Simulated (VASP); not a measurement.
A run of VASP 6.6.1 is set up as follows.

The input INCAR:

```
SYSTEM = Cu2O
ALGO = Normal
EDIFF = 1E-6
ENCUT = 600
GGA = PE
GGA_COMPAT = .False.
ISIF = 2
ISMEAR = 0
LASPH = .True.
LCHARG = .False.
LMAXMIX = 4
LORBIT = 11
LORBMOM = .True.
LREAL = .False.
LSORBIT = .True.
LWAVE = .False.
MAGMOM = 0 0 0 0 0 0 0 0 0 0 0 0 0 0 0 0 0 0
NBANDS = 72
NELM = 200
PREC = Accurate
SIGMA = 0.01
```

The input KPOINTS:

```
k-points
0
Gamma
  8 8 8
  0 0 0
```

POSCAR

```
Cu2O
1.0
    4.2600000000      0.0000000000      0.0000000000
    0.0000000000      4.2600000000      0.0000000000
    0.0000000000      0.0000000000      4.2600000000
Cu O
4 2
Direct
    0.2500000000      0.2500000000      0.2500000000
    0.2500000000      0.7500000000      0.7500000000
    0.7500000000      0.7500000000      0.2500000000
    0.7500000000      0.2500000000      0.7500000000
    0.0000000000      0.0000000000      0.0000000000
    0.5000000000      0.5000000000      0.5000000000
```

Potentials or basis: VASP PAW PBE potentials, release 64 (Cu, O).

The run is started by

```console
$ cat potpaw_PBE.64/Cu/POTCAR potpaw_PBE.64/O/POTCAR > POTCAR
$ mpirun -np 1 vasp_ncl > vasp.out
```

Problem. Predict the pressure.

Solution. 4.0 GPa.

Problem. Estimate the net moment.

Solution. 0.00 μB per cell.

Moments on the atoms (μB; x, y, z):
```
Cu  0.00 0.00 0.00
Cu  0.00 0.00 0.00
Cu  0.00 0.00 0.00
Cu  0.00 0.00 0.00
O   0.00 0.00 0.00
O   0.00 0.00 0.00
```

Caveat: the cell stands under pressure.
